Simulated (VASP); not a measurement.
# NaMg2Si2 (Cmmm) in VASP: notebook, part 2 of 3

VASP 6.6.1. The steps go on from the part before.

## (3) Relaxation of cell and atoms, PBE

This run uses another cell than the first one, of 33.63 Å³/atom, 1.013 times its volume.

File INCAR:

```
SYSTEM = NaMg2Si2
PREC     = Accurate       ! precision mode
ENCUT    = 600            ! plane-wave cutoff, eV
EDIFF    = 1E-6           ! SCF threshold, eV
ISMEAR   = 0              ! smearing method
SIGMA    = 0.1            ! smearing width, eV
LREAL    = .False.        ! projectors in reciprocal space
LASPH    = .True.         ! aspherical terms in the spheres
NELM     = 100            ! most SCF steps
ALGO     = Normal         ! electronic algorithm
ISIF     = 3              ! what is computed and relaxed
LWAVE    = .False.        ! write WAVECAR
LCHARG   = .False.        ! write CHGCAR
GGA      = PE             ! functional
IBRION   = 2              ! ionic algorithm
NSW      = 100            ! ionic steps
EDIFFG   = -0.01          ! ionic threshold
```

File KPOINTS:

```
regular mesh
0
Gamma
  8 8 8
  0 0 0
```

File POSCAR:

```
NaMg2Si2
1.0
    2.7549236776     -5.2750588103      0.0000000000
    2.7549236776      5.2750588103      0.0000000000
    0.0000000000      0.0000000000      5.7845582477
Na Mg Si
1 2 2
Direct
    0.5000000000      0.5000000000      0.5000000000
    0.7505793890      0.2494206110      0.0000000000
    0.2494206110      0.7505793890      0.0000000000
    0.5000000000      0.5000000000      0.0000000000
    0.0000000000      0.0000000000      0.0000000000
```

Potentials or basis: VASP PAW PBE potentials, release 64 (Na_pv, Mg, Si).

The run is started by

```sh
$ cat potpaw_PBE.64/Na_pv/POTCAR potpaw_PBE.64/Mg/POTCAR potpaw_PBE.64/Si/POTCAR > POTCAR
$ mpirun -np 1 vasp_std > vasp.out
```

OUTCAR:

```text
SYSTEM = NaMg2Si2
   PREC = Accurate
   ENCUT = 600
   EDIFF = 1E-6
   ISMEAR = 0
   LREAL = .False.
   LASPH = .True.
   NELM = 100
   ISIF = 3
   GGA = PE
   IBRION = 2
   NSW = 100
   EDIFFG = -0.01

 ion  position               nearest neighbor table
   1  0.500  0.500  0.500-   4 2.89   4 2.89
   2  0.751  0.249  0.000-   5 2.63   4 2.64   3 2.75   3 2.75
   3  0.249  0.751  0.000-   5 2.63   4 2.64   2 2.75   2 2.75
   4  0.500  0.500  0.000-   2 2.64   3 2.64   5 2.75   5 2.75   1 2.89   1 2.89
   5  0.000  0.000  0.000-   2 2.63   3 2.63   4 2.75   4 2.75

  LATTYP: Found a base centered orthorhombic cell.
 ALAT       =     5.5098473552
 B/A-ratio  =     1.9147749367
 C/A-ratio  =     1.0498581675

  Lattice vectors:

 A1 = (   2.7549236776,  -5.2750588103,   0.0000000000)
 A2 = (   2.7549236776,   5.2750588103,   0.0000000000)
 A3 = (   0.0000000000,   0.0000000000,   5.7845582477)

Analysis of symmetry for initial positions (statically):
=====================================================================
 Subroutine PRICEL returns:
 Original cell was already a primitive cell.

 Routine SETGRP: Setting up the symmetry group for a
 base centered orthorhombic supercell.

 Subroutine GETGRP returns: Found  8 space group operations
 (whereof  8 operations were pure point group operations)
 out of a pool of  8 trial point group operations.

The static configuration has the point symmetry D_2h.

Analysis of symmetry for dynamics (positions and initial velocities):
=====================================================================
 Subroutine PRICEL returns:
 Original cell was already a primitive cell.

 Routine SETGRP: Setting up the symmetry group for a
 base centered orthorhombic supercell.

 Subroutine GETGRP returns: Found  8 space group operations
 (whereof  8 operations were pure point group operations)
 out of a pool of  8 trial point group operations.

The dynamic configuration has the point symmetry D_2h.

 Subroutine INISYM returns: Found  8 space group operations
 (whereof  8 operations are pure point group operations),
 and found     1 'primitive' translations

----------------------------------------------------------------------------------------

                                     Primitive cell

  volume of cell :     168.1268

  direct lattice vectors                    reciprocal lattice vectors
     2.754923678 -5.275058810  0.000000000     0.181493231 -0.094785673  0.000000000
     2.754923678  5.275058810  0.000000000     0.181493231  0.094785673  0.000000000
     0.000000000  0.000000000  5.784558248     0.000000000  0.000000000  0.172874048

  length of vectors
     5.951121736  5.951121736  5.784558248     0.204753796  0.204753796  0.172874048

  position of ions in fractional coordinates (direct lattice)
     0.500000000  0.500000000  0.500000000
     0.750579389  0.249420611  0.000000000
     0.249420611  0.750579389  0.000000000
     0.500000000  0.500000000  0.000000000
     0.000000000  0.000000000  0.000000000

  ion indices of the primitive-cell ions
   primitive index   ion index
                 1           1
                 2           2
[... 64 lines left out ...]
   NGXF,Y,Z  is equivalent  to a cutoff of  26.82, 26.82, 27.59 a.u.
 SYSTEM =  NaMg2Si2
   PREC   = accura    normal or accurate (medium, high low for compatibility)
   ISTART =      0    job   : 0-new  1-cont  2-samecut
   ICHARG =      2    charge: 1-file 2-atom 10-const
   ISPIN  =      1    spin polarized calculation?
   LNONCOLLINEAR =      F non collinear calculations
   LSORBIT =      F    spin-orbit coupling
   LASPH  =      T    aspherical Exc in radial PAW
   ENCUT  =  600.0 eV  44.10 Ry    6.64 a.u.  11.89 11.89 11.55*2*pi/ulx,y,z
   NELM   =    100;   NELMIN=  2; NELMDL= -5     # of ELM steps
   EDIFF  = 0.1E-05   stopping-criterion for ELM
   LREAL  =      F    real-space projection
   EDIFFG = -.1E-01   stopping-criterion for IOM
   NSW    =    100    number of steps for IOM
   IBRION =      2    ionic relax: 0-MD 1-quasi-New 2-CG
   NFREE  =      1    steps in history (QN), initial steepest desc. (CG)
   ISIF   =      3    stress and relaxation
   ISYM   =      2    0-nonsym 1-usesym 2-fastsym
   POTIM  = 0.5000    time-step for ionic-motion
   TEBEG  =    0.0;   TEEND  =   0.0 temperature during run
   PSTRESS=    0.0 pullay stress
   NELECT =      19.0000    total number of electrons
   NUPDOWN=      -1.0000    fix difference up-down
   EMIN   =  10.00;   EMAX   =-10.00  energy-range for DOS
   EFERMI =   0.00;   METHOD = LEGACY
   ISMEAR =     0;   SIGMA  =   0.10  broadening in eV -4-tet -1-fermi 0-gaus
   EFERMI_NEDOS =   21; number of points for ismear=-14 and -15
   IALGO  =     38    algorithm
   IMIX   =      4    mixing-type and parameters
     AMIX     =   0.40;   BMIX     =  1.00
     AMIX_MAG =   1.60;   BMIX_MAG =  1.00
  volume/ion in A,a.u.               =      33.63       226.92
  Fermi-wavevector in a.u.,A,eV,Ry     =   0.791493  1.495705  8.523519  0.626461
  Thomas-Fermi vector in A             =   1.897044
   LORBIT       =      0    0 simple, 1 ext, 2 COOP (PROOUT), +10 PAW based schemes
   GGA     = PE    functional components
   LHFCALC =     F    Hartree Fock is set to
   AEXX    =    0.0000 exact exchange contribution
   IVDW    =     0    specifies the selected vdW correction
   LEPSILON=     F    determine dielectric tensor
   LRPA    =     F    only Hartree local field effects (RPA)
 conjugate gradient relaxation of ions
 non-spin polarized calculation
 Gauss-broadening in eV      SIGMA  =   0.10
  energy-cutoff  :      600.00
  volume of cell :      168.13
 maximum number of plane-waves:      5635
   NGX = 23   NGY = 23   NGZ = 23

--------------------------------------- Ionic step        1  -------------------------------------------

 number of electron      19.0000000 magnetization

 Free energy of the ion-electron system (eV)
  ---------------------------------------------------
  ext. energy  EPLUGINS =         0.00000000
  ---------------------------------------------------
  free energy    TOTEN  =       -12.26073680 eV

  energy without entropy =      -12.24302634  energy(sigma->0) =      -12.25188157

------------------------ aborting loop because EDIFF is reached ----------------------------------------

  FORCE on cell =-STRESS in cart. coord.  units (eV):
  Direction    XX          YY          ZZ          XY          YZ          ZX
  --------------------------------------------------------------------------------------
  -------------------------------------------------------------------------------------
  Total       -0.1948744     -0.9616822     -0.0471517      0.0000000      0.0000000      0.0000000
  in kB       -1.8570705     -9.1644223     -0.4493357      0.0000000      0.0000000      0.0000000
  external PRESSURE =      -3.8236095 kB  Pullay stress =       0.0000000 kB
[... 104 lines left out ...]
--------------------------------------- Ionic step        4  -------------------------------------------

 number of electron      19.0000004 magnetization

 Free energy of the ion-electron system (eV)
  ---------------------------------------------------
  ext. energy  EPLUGINS =         0.00000000
  ---------------------------------------------------
  free energy    TOTEN  =       -12.26603730 eV

  energy without entropy =      -12.24944010  energy(sigma->0) =      -12.25773870

 E-fermi :   1.3783     XC(G=0):  -6.9869

 val. band max:        1.3744182928   @ k =   0.0000   0.0000   0.0000
 cond. band min:       1.3826369982   @ k =   0.5000   0.1250   0.3750
 fundamental gap:      0.0082187055
 Fermi energy:         1.3782858724

 k-point     1 :       0.0000    0.0000    0.0000
  band No.  band energies     occupation
      1     -23.3744      2.00000
      2     -23.3509      2.00000
      3     -23.3104      2.00000
      4      -7.6100      2.00000
      5      -3.4359      2.00000
      6      -1.6983      2.00000
      7      -1.4049      2.00000
      8      -0.6554      2.00000
      9      -0.5408      2.00000
     10       0.5018      2.00000
     11       1.3744      1.04362
     12       2.4038      0.00000
     13       3.0076      0.00000
[... 354 lines left out ...]
  band No.  band energies     occupation
      1     -23.3744      2.00000
      2     -23.3510      2.00000
      3     -23.3105      2.00000
      4      -7.2678      2.00000
      5      -4.7879      2.00000
      6      -1.8113      2.00000
      7      -0.8637      2.00000
      8      -0.5083      2.00000
      9       0.1011      2.00000
     10       0.6432      2.00000
     11       1.9495      0.00000
     12       3.0357      0.00000
     13       3.2761      0.00000

 [... further k-points ...]

------------------------ aborting loop because EDIFF is reached ----------------------------------------

  FORCE on cell =-STRESS in cart. coord.  units (eV):
  Direction    XX          YY          ZZ          XY          YZ          ZX
  --------------------------------------------------------------------------------------
  -------------------------------------------------------------------------------------
  Total        0.0436796     -0.0206257     -0.0315596      0.0000000      0.0000000      0.0000000
  in kB        0.4215113     -0.1990392     -0.3045524      0.0000000      0.0000000      0.0000000
  external PRESSURE =      -0.0273601 kB  Pullay stress =       0.0000000 kB
[... 20 lines left out ...]
  FREE ENERGIE OF THE ION-ELECTRON SYSTEM (eV)
  ---------------------------------------------------
  free  energy   TOTEN  =       -12.2660372969 eV

  energy  without entropy=      -12.2494401003  energy(sigma->0) =      -12.25773870

 reached required accuracy - stopping structural energy minimisation
```

Run time: 11 min. Hardware: 1 thread of AMD EPYC 7R43 (Zen 3), shared host; peak memory 0.53 GiB.

What came out:

```yaml
Free_energy: -12.2660 eV
Relaxed_volume: 33.21 Å³/atom
Relaxed_cell: a = 5.902 Å, b = 5.902 Å, c = 5.782 Å, α = 90.00°, β = 90.00°, γ = 124.47°
Space_group_after_relaxing_to_0.05_Å: Cmmm (No. 65)
Energy_gained_by_relaxing: 1.1 meV/atom
Ionic_steps: 4
Pressure_after_relaxing: 0.0 GPa
Largest_force_after_relaxing: 0.007 eV/Å
```

Forces on the atoms (eV/Å):
```
Na   0.000  0.000  0.000
Mg   0.000 -0.007  0.000
Mg   0.000  0.007  0.000
Si   0.000  0.000  0.000
Si   0.000  0.000  0.000
```

Step by step:
```tsv
step	energy change (eV)	largest force (eV/Å)	pressure (GPa)	volume (Å³)
1	0.0000	0.0128	-0.38	168.13
2	-0.0053	0.0076	-0.04	166.18
3	-0.0053	0.0069	0.01	165.98
4	-0.0053	0.0071	0.00	166.03
```

Final structure:
```
CELL_PARAMETERS angstrom
2.74934 -5.22232 0.00000
2.74934 5.22232 0.00000
0.00000 0.00000 5.78172
ATOMIC_POSITIONS crystal
Na 0.50000 0.50000 0.50000
Mg 0.75064 0.24936 0.00000
Mg 0.24936 0.75064 0.00000
Si 0.50000 0.50000 0.00000
Si 0.00000 0.00000 0.00000
```

(Part 2 of 3 ends here.)
